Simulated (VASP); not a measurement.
# SiO2 (P4_2/mnm) in VASP: notebook

Aim: see how the results for SiO2 move with the level of theory and the settings. Levels: PBEsol, PBE, r2SCAN+D4, r2SCAN+rVV10. Tasks: single point, relaxation of cell and atoms.

Program: VASP 6.6.1. These are calculated values, not measurements. Logs are shortened: lines on timing, memory, paths and dates and some standing lists are left out, and cuts for length are marked.

**1. The cell of the first run**

It takes space group P4_2/mnm (No. 136, tetragonal). Conventional cell: a = 4.194 Å, b = 4.194 Å, c = 2.678 Å, α = 90.00°, β = 90.00°, γ = 90.00°. Si (site symmetry mmm) has 6 O at 1.77 to 1.82 Å within 2.3 Å. Within 2.4 Å of O (site symmetry m2m) lie 3 Si at 1.77 to 1.82 Å and 1 O at 2.30 Å.

**2. Single point, PBEsol**

INCAR

```
  ALGO = Normal
  EDIFF = 1E-7
  ENCUT = 520
  GGA = PS
  ISIF = 2
  ISMEAR = -1
  LASPH = T
  LCHARG = F
  LREAL = F
  LWAVE = F
  NBANDS = 25
  NELM = 60
  PREC = Accurate
  SIGMA = 0.02
```

KPOINTS

```
k-points
0
Gamma
  6 6 8
```

POSCAR

```
SiO2
1.0
    4.1944454272      0.0000000000      0.0000000000
    0.0000000000      4.1944454272      0.0000000000
    0.0000000000      0.0000000000      2.6784973973
Si O
2 4
Direct
    0.0000000000      0.0000000000      0.0000000000
    0.5000000000      0.5000000000      0.5000000000
    0.3060525270      0.3060525270      0.0000000000
    0.1939474730      0.8060525270      0.5000000000
    0.6939474730      0.6939474730      0.0000000000
    0.8060525270      0.1939474730      0.5000000000
```

Potentials or basis: VASP PAW PBE potentials, release 64 (Si, O).

On the command line:

```bash
> cat potpaw_PBE.64/Si/POTCAR potpaw_PBE.64/O/POTCAR > POTCAR
> mpirun -np 1 vasp_std > vasp.out
```

OUTCAR:

```text
EDIFF = 1E-7
   ENCUT = 520
   GGA = PS
   ISIF = 2
   ISMEAR = -1
   LASPH = T
   LREAL = F
   NELM = 60
   PREC = Accurate

 ion  position               nearest neighbor table
   1  0.000  0.000  0.000-   4 1.77   6 1.77   4 1.77   6 1.77   5 1.82   3 1.82
   2  0.500  0.500  0.500-   3 1.77   5 1.77   3 1.77   5 1.77   4 1.82   6 1.82
   3  0.306  0.306  0.000-   2 1.77   2 1.77   1 1.82
   4  0.194  0.806  0.500-   1 1.77   1 1.77   2 1.82
   5  0.694  0.694  0.000-   2 1.77   2 1.77   1 1.82
   6  0.806  0.194  0.500-   1 1.77   1 1.77   2 1.82

  LATTYP: Found a simple tetragonal cell.
 ALAT       =     4.1944454272
 C/A-ratio  =     0.6385820113

  Lattice vectors:

 A1 = (   4.1944454272,   0.0000000000,   0.0000000000)
 A2 = (   0.0000000000,   4.1944454272,   0.0000000000)
 A3 = (   0.0000000000,   0.0000000000,   2.6784973973)

Analysis of symmetry for initial positions (statically):
=====================================================================
 Subroutine PRICEL returns:
 Original cell was already a primitive cell.

 Routine SETGRP: Setting up the symmetry group for a
 simple tetragonal supercell.

 Subroutine GETGRP returns: Found 16 space group operations
 (whereof  8 operations were pure point group operations)
 out of a pool of 16 trial point group operations.

The static configuration has the point symmetry D_2h.
 The point group associated with its full space group is D_4h.

Analysis of symmetry for dynamics (positions and initial velocities):
=====================================================================
 Subroutine PRICEL returns:
 Original cell was already a primitive cell.

 Routine SETGRP: Setting up the symmetry group for a
 simple tetragonal supercell.

 Subroutine GETGRP returns: Found 16 space group operations
 (whereof  8 operations were pure point group operations)
 out of a pool of 16 trial point group operations.

The dynamic configuration has the point symmetry D_2h.
 The point group associated with its full space group is D_4h.

 Subroutine INISYM returns: Found 16 space group operations
 (whereof  8 operations are pure point group operations),
 and found     1 'primitive' translations

----------------------------------------------------------------------------------------

                                     Primitive cell

  volume of cell :      47.1238

  direct lattice vectors                    reciprocal lattice vectors
     4.194445427  0.000000000  0.000000000     0.238410540  0.000000000  0.000000000
     0.000000000  4.194445427  0.000000000     0.000000000  0.238410540  0.000000000
     0.000000000  0.000000000  2.678497397     0.000000000  0.000000000  0.373343652

  length of vectors
     4.194445427  4.194445427  2.678497397     0.238410540  0.238410540  0.373343652

  position of ions in fractional coordinates (direct lattice)
     0.000000000  0.000000000  0.000000000
     0.500000000  0.500000000  0.500000000
     0.306052527  0.306052527  0.000000000
     0.193947473  0.806052527  0.500000000
     0.693947473  0.693947473  0.000000000
     0.806052527  0.193947473  0.500000000

  ion indices of the primitive-cell ions
   primitive index   ion index
                 1           1
                 2           2
                 3           3
                 4           4
                 5           5
                 6           6

----------------------------------------------------------------------------------------

 KPOINTS: k-points

Automatic generation of k-mesh.
 Grid dimensions read from file:
 generate k-points for:    6    6    8

 Generating k-lattice:

  Cartesian coordinates                     Fractional coordinates (reciprocal lattice)
     0.039735090  0.000000000  0.000000000     0.166666667  0.000000000  0.000000000
     0.000000000  0.039735090  0.000000000     0.000000000  0.166666667  0.000000000
     0.000000000  0.000000000  0.046667956     0.000000000  0.000000000  0.125000000

  Length of vectors
     0.039735090  0.039735090  0.046667956

  Shift w.r.t. Gamma in fractional coordinates (k-lattice)
     0.000000000  0.000000000  0.000000000

 Subroutine IBZKPT returns following result:
 ===========================================

 Found     50 irreducible k-points:

 Following reciprocal coordinates:
            Coordinates               Weight
  0.000000  0.000000  0.000000      1.000000
  0.166667  0.000000  0.000000      4.000000
  0.333333  0.000000  0.000000      4.000000
  0.500000  0.000000  0.000000      2.000000
  0.166667  0.166667  0.000000      4.000000
  0.333333  0.166667  0.000000      8.000000
[... 16 lines left out ...]
  0.333333  0.000000  0.250000      8.000000
  0.500000  0.000000  0.250000      4.000000
 [... further k-points ...]
   k-points           NKPTS =     50   k-points in BZ     NKDIM =     50   number of bands    NBANDS=     25
   number of dos      NEDOS =    301   number of ions     NIONS =      6
   total plane-waves  NPLWV =  20480
   dimension x,y,z NGX =    32 NGY =   32 NGZ =   20
   dimension x,y,z NGXF=    64 NGYF=   64 NGZF=   40
   ions per type =               2   4
   NGX,Y,Z   is equivalent  to a cutoff of  12.68, 12.68, 12.41 a.u.
   NGXF,Y,Z  is equivalent  to a cutoff of  25.37, 25.37, 24.83 a.u.
 SYSTEM =  unknown system
   PREC   = accura    normal or accurate (medium, high low for compatibility)
   ISTART =      0    job   : 0-new  1-cont  2-samecut
   ICHARG =      2    charge: 1-file 2-atom 10-const
   ISPIN  =      1    spin polarized calculation?
   LNONCOLLINEAR =      F non collinear calculations
   LSORBIT =      F    spin-orbit coupling
   LASPH  =      T    aspherical Exc in radial PAW
   ENCUT  =  520.0 eV  38.22 Ry    6.18 a.u.   7.80  7.80  4.98*2*pi/ulx,y,z
   NELM   =     60;   NELMIN=  2; NELMDL= -5     # of ELM steps
   EDIFF  = 0.1E-06   stopping-criterion for ELM
   LREAL  =      F    real-space projection
   EDIFFG = 0.1E-05   stopping-criterion for IOM
   NSW    =      0    number of steps for IOM
   IBRION =     -1    ionic relax: 0-MD 1-quasi-New 2-CG
   NFREE  =      0    steps in history (QN), initial steepest desc. (CG)
   ISIF   =      2    stress and relaxation
   ISYM   =      2    0-nonsym 1-usesym 2-fastsym
   POTIM  = 0.5000    time-step for ionic-motion
   TEBEG  =    0.0;   TEEND  =   0.0 temperature during run
   PSTRESS=    0.0 pullay stress
   NELECT =      32.0000    total number of electrons
   NUPDOWN=      -1.0000    fix difference up-down
   EMIN   =  10.00;   EMAX   =-10.00  energy-range for DOS
   EFERMI =   0.00;   METHOD = LEGACY
   ISMEAR =    -1;   SIGMA  =   0.02  broadening in eV -4-tet -1-fermi 0-gaus
   EFERMI_NEDOS =   21; number of points for ismear=-14 and -15
   IALGO  =     38    algorithm
   IMIX   =      4    mixing-type and parameters
     AMIX     =   0.40;   BMIX     =  1.00
     AMIX_MAG =   1.60;   BMIX_MAG =  1.00
  volume/ion in A,a.u.               =       7.85        53.00
  Fermi-wavevector in a.u.,A,eV,Ry     =   1.438947  2.719215 28.171784  2.070568
  Thomas-Fermi vector in A             =   2.557857
   LORBIT       =      0    0 simple, 1 ext, 2 COOP (PROOUT), +10 PAW based schemes
   GGA     = PS    functional components
   LHFCALC =     F    Hartree Fock is set to
   AEXX    =    0.0000 exact exchange contribution
   IVDW    =     0    specifies the selected vdW correction
   LEPSILON=     F    determine dielectric tensor
   LRPA    =     F    only Hartree local field effects (RPA)
 non-spin polarized calculation
  energy-cutoff  :      520.00
  volume of cell :       47.12
 maximum number of plane-waves:      1290
 NGX is ok and might be reduce to    32
   NGX = 15   NGY = 15   NGZ =  9

 number of electron      31.9999977 magnetization

 Free energy of the ion-electron system (eV)
  ---------------------------------------------------
  ext. energy  EPLUGINS =         0.00000000
  ---------------------------------------------------
  free energy    TOTEN  =       -48.98537295 eV

  energy without entropy =      -48.98537295  energy(sigma->0) =      -48.98537295

 E-fermi :   8.4411     XC(G=0): -12.4677

 val. band max:        8.0069780648   @ k =   0.0000   0.0000   0.0000
 cond. band min:      13.3678979984   @ k =   0.0000   0.0000   0.0000
 fundamental gap:      5.3609199336
 Fermi energy:         8.4411264053

 k-point     1 :       0.0000    0.0000    0.0000
  band No.  band energies     occupation
      1     -14.4441      2.00000
      2     -10.8128      2.00000
      3     -10.8128      2.00000
      4     -10.5833      2.00000
      5      -2.8591      2.00000
      6       1.5712      2.00000
[... 17 lines left out ...]
     24      22.0225      0.00000
     25      23.5256      0.00000

 k-point     2 :       0.1667    0.0000    0.0000
  band No.  band energies     occupation
      1     -14.2991      2.00000
      2     -11.4786      2.00000
      3     -10.7392      2.00000
      4     -10.2247      2.00000
      5      -2.6640      2.00000
      6       0.8270      2.00000
[... 17 lines left out ...]
     24      21.4475      0.00000
     25      23.3032      0.00000

 k-point     3 :       0.3333    0.0000    0.0000
  band No.  band energies     occupation
      1     -13.8753      2.00000
      2     -12.3685      2.00000
      3     -10.5421      2.00000
      4     -10.1336      2.00000
      5      -2.1259      2.00000
      6      -0.2979      2.00000
[... 17 lines left out ...]
     24      21.6211      0.00000
     25      22.8104      0.00000

 k-point     4 :       0.5000    0.0000    0.0000
  band No.  band energies     occupation
      1     -13.2083      2.00000
      2     -13.2083      2.00000
      3     -10.2956      2.00000
      4     -10.2956      2.00000
      5      -1.3181      2.00000
      6      -1.3181      2.00000
[... 17 lines left out ...]
     24      21.3024      0.00000
     25      22.6494      0.00000

 k-point     5 :       0.1667    0.1667    0.0000
  band No.  band energies     occupation
      1     -14.1580      2.00000
      2     -11.6657      2.00000
      3     -10.9089      2.00000
      4     -10.1262      2.00000
      5      -2.4415      2.00000
      6       0.7344      2.00000
[... 17 lines left out ...]
     24      21.2709      0.00000
     25      23.2790      0.00000

 k-point     6 :       0.3333    0.1667    0.0000
  band No.  band energies     occupation
      1     -13.7469      2.00000
      2     -12.3365      2.00000
      3     -10.7955      2.00000
      4     -10.2105      2.00000
      5      -1.8493      2.00000
      6      -0.0668      2.00000
[... 17 lines left out ...]
     24      21.4371      0.00000
     25      22.8363      0.00000
[... 393 lines left out ...]
 k-point    21 :       0.0000    0.0000    0.2500
  band No.  band energies     occupation
      1     -13.6430      2.00000
      2     -10.6025      2.00000
      3     -10.4350      2.00000
      4     -10.4350      2.00000
      5      -2.6180      2.00000
      6       1.1975      2.00000
[... 17 lines left out ...]
     24      21.7303      0.00000
     25      21.8684      0.00000

 k-point    22 :       0.1667    0.0000    0.2500
  band No.  band energies     occupation
      1     -13.5109      2.00000
      2     -11.0981      2.00000
      3     -10.3902      2.00000
      4     -10.1836      2.00000
      5      -2.3459      2.00000
      6       0.7141      2.00000
[... 17 lines left out ...]
     24      21.4323      0.00000
     25      21.8866      0.00000

 k-point    23 :       0.3333    0.0000    0.2500
  band No.  band energies     occupation
      1     -13.1276      2.00000
      2     -11.8162      2.00000
      3     -10.2761      2.00000
      4     -10.0901      2.00000
      5      -1.6348      2.00000
      6       0.1625      2.00000
[... 17 lines left out ...]
     24      20.6595      0.00000
     25      21.5544      0.00000

 k-point    24 :       0.5000    0.0000    0.2500
  band No.  band energies     occupation
      1     -12.5357      2.00000
      2     -12.5357      2.00000
      3     -10.1495      2.00000
      4     -10.1495      2.00000
      5      -0.7130      2.00000
      6      -0.7130      2.00000
[... 17 lines left out ...]
     24      20.6742      0.00000
     25      21.4760      0.00000

 [... further k-points ...]
[... 5 lines left out ...]
  --------------------------------------------------------------------------------------
  -------------------------------------------------------------------------------------
  Total        0.1172728      0.1172728      0.3791438     -0.0000000      0.0000000      0.0000000
  in kB        3.9871941      3.9871941     12.8906308     -0.0000000      0.0000000      0.0000000
  external PRESSURE =       6.9550064 kB  Pullay stress =       0.0000000 kB

 VOLUME and BASIS-vectors are now :
 -----------------------------------------------------------------------------
  energy-cutoff  :      520.00
  volume of cell :       47.12
      direct lattice vectors                 reciprocal lattice vectors
     4.194445427  0.000000000  0.000000000     0.238410540  0.000000000  0.000000000
     0.000000000  4.194445427  0.000000000     0.000000000  0.238410540  0.000000000
     0.000000000  0.000000000  2.678497397     0.000000000  0.000000000  0.373343652

 POSITION                                       TOTAL-FORCE (eV/Angst)
 -----------------------------------------------------------------------------------
      0.00000      0.00000      0.00000         0.000000      0.000000      0.000000
      2.09722      2.09722      1.33925         0.000000      0.000000      0.000000
      1.28372      1.28372      0.00000        -0.024394     -0.024394      0.000000
      0.81350      3.38094      1.33925         0.024394     -0.024394      0.000000
      2.91072      2.91072      0.00000         0.024394      0.024394     -0.000000
      3.38094      0.81350      1.33925        -0.024394      0.024394     -0.000000
 -----------------------------------------------------------------------------------
    total drift:                                0.000000      0.000000      0.000000

  FREE ENERGIE OF THE ION-ELECTRON SYSTEM (eV)
  ---------------------------------------------------
  free  energy   TOTEN  =       -48.9853729501 eV

  energy  without entropy=      -48.9853729501  energy(sigma->0) =      -48.98537295
```

Run time: 16 s. Hardware: 1 thread of Intel Xeon 6975P-C (Granite Rapids), shared host; peak memory 0.17 GiB.

What came out:

```yaml
Free_energy: -48.9854 eV
Pressure: 0.7 GPa
Largest_force: 0.034 eV/Å
Band_gap_on_the_k_mesh: 5.36 eV
```

Forces on the atoms (eV/Å):
```
Si   0.000  0.000  0.000
Si   0.000  0.000  0.000
O   -0.024 -0.024  0.000
O    0.024 -0.024  0.000
O    0.024  0.024  0.000
O   -0.024  0.024  0.000
```

Caveat: the PAW data sets were made with another functional, which shifts forces and pressure a little. A hybrid or GW would open this gap; PBEsol tends to underestimate it.

**3. Single point, PBE**

This run uses another cell than the first one, of 8.05 Å³/atom.

INCAR

```
  ALGO = Normal
  EDIFF = 1E-6
  ENCUT = 520
  GGA = PE
  ISIF = 2
  ISMEAR = -1
  LASPH = True
  LCHARG = False
  LREAL = False
  LWAVE = False
  NBANDS = 25
  NELM = 60
  PREC = Accurate
  SIGMA = 0.02
```

KPOINTS is that of step 2.

POSCAR

```
SiO2
1.0
    4.2357880543      0.0000000000      0.0000000000
    0.0000000000      4.2357880543      0.0000000000
    0.0000000000      0.0000000000      2.6904779082
Si O
2 4
Direct
    0.0000000000      0.0000000000      0.0000000000
    0.5000000000      0.5000000000      0.5000000000
    0.3069746239      0.3069746239      0.0000000000
    0.1930253761      0.8069746239      0.5000000000
    0.6930253761      0.6930253761      0.0000000000
    0.8069746239      0.1930253761      0.5000000000
```

Potentials or basis: VASP PAW PBE potentials, release 64 (Si, O).

On the command line:

```bash
> cat potpaw_PBE.64/Si/POTCAR potpaw_PBE.64/O/POTCAR > POTCAR
> mpirun -np 1 vasp_std > vasp.out
```

OUTCAR:

```text
EDIFF = 1E-6
   ENCUT = 520
   GGA = PE
   ISIF = 2
   ISMEAR = -1
   LASPH = True
   LREAL = False
   NELM = 60
   PREC = Accurate

 ion  position               nearest neighbor table
   1  0.000  0.000  0.000-   4 1.77   6 1.77   4 1.77   6 1.77   5 1.84   3 1.84
   2  0.500  0.500  0.500-   3 1.77   5 1.77   3 1.77   5 1.77   4 1.84   6 1.84
   3  0.307  0.307  0.000-   2 1.77   2 1.77   1 1.84
   4  0.193  0.807  0.500-   1 1.77   1 1.77   2 1.84
   5  0.693  0.693  0.000-   2 1.77   2 1.77   1 1.84
   6  0.807  0.193  0.500-   1 1.77   1 1.77   2 1.84

[... 880 lines left out ...]
  -------------------------------------------------------------------------------------
  Total       -0.0105777     -0.0105777      0.1749470     -0.0000000      0.0000000      0.0000000
  in kB       -0.3510780     -0.3510780      5.8065643     -0.0000000      0.0000000      0.0000000
  external PRESSURE =       1.7014695 kB  Pullay stress =       0.0000000 kB

 VOLUME and BASIS-vectors are now :
 -----------------------------------------------------------------------------
  energy-cutoff  :      520.00
  volume of cell :       48.27
      direct lattice vectors                 reciprocal lattice vectors
     4.235788054  0.000000000  0.000000000     0.236083578  0.000000000  0.000000000
     0.000000000  4.235788054  0.000000000     0.000000000  0.236083578  0.000000000
     0.000000000  0.000000000  2.690477908     0.000000000  0.000000000  0.371681179

 POSITION                                       TOTAL-FORCE (eV/Angst)
 -----------------------------------------------------------------------------------
      0.00000      0.00000      0.00000         0.000000     -0.000000      0.000000
      2.11789      2.11789      1.34524         0.000000     -0.000000      0.000000
      1.30028      1.30028      0.00000        -0.012885     -0.012885      0.000000
      0.81761      3.41817      1.34524         0.012885     -0.012885      0.000000
      2.93551      2.93551      0.00000         0.012885      0.012885     -0.000000
      3.41817      0.81761      1.34524        -0.012885      0.012885     -0.000000
 -----------------------------------------------------------------------------------
    total drift:                                0.000000      0.000000     -0.000000

  FREE ENERGIE OF THE ION-ELECTRON SYSTEM (eV)
  ---------------------------------------------------
  free  energy   TOTEN  =       -46.3168509068 eV

  energy  without entropy=      -46.3168509068  energy(sigma->0) =      -46.31685091
```

stdout:

```text
POSCAR found type information on POSCAR SiO
 POSCAR found :  2 types and       6 ions
 scaLAPACK will be used
 LDA part: xc-table for (Slater+PW92), standard interpolation
 POSCAR, INCAR and KPOINTS ok, starting setup
 FFT: planning ... GRIDC
 FFT: planning ... GRID_SOFT
 FFT: planning ... GRID
 WAVECAR not read
 entering main loop
```

It took 18 s on 1 thread of Intel Xeon 6975P-C (Granite Rapids), shared host; peak memory 0.17 GiB.

What came out:

* Free energy: -46.3169 eV
* Pressure: 0.2 GPa
* Largest force: 0.018 eV/Å
* Band gap on the k mesh: 5.03 eV

Forces in eV/Å, atoms in the order of the input:
```
Si   0.000  0.000  0.000
Si   0.000  0.000  0.000
O   -0.013 -0.013  0.000
O    0.013 -0.013  0.000
O    0.013  0.013  0.000
O   -0.013  0.013  0.000
```

Levels at points of the mesh, in eV from the valence-band top:
```tsv
k point	band 12	band 13	band 14	band 15	band 16	band 17	band 18	band 19	band 20	band 21
(0.00, 0.00, 0.00)	-3.02	-2.50	-0.85	-0.85	0.00	5.03	6.61	8.29	8.29	11.08
(0.50, 0.00, 0.00)	-3.70	-2.61	-2.61	-1.04	-1.04	7.30	7.30	8.88	8.88	10.76
(0.50, 0.50, 0.00)	-3.14	-2.53	-2.53	-2.17	-2.17	7.01	7.01	9.78	9.78	12.67
(0.00, 0.00, 0.50)	-4.46	-2.87	-2.87	-2.56	-2.56	8.63	8.63	12.20	12.20	12.33
(0.50, 0.00, 0.50)	-3.80	-2.21	-2.21	-1.67	-1.67	8.43	8.43	9.43	9.43	12.11
(0.50, 0.50, 0.50)	-4.34	-1.73	-1.73	-1.47	-1.47	6.81	6.81	10.69	10.69	11.59
```

A k mesh can miss the band edges. PBE gaps usually lie below the measured ones, often by a third to a half.

(Continued in part 2 of 2.)
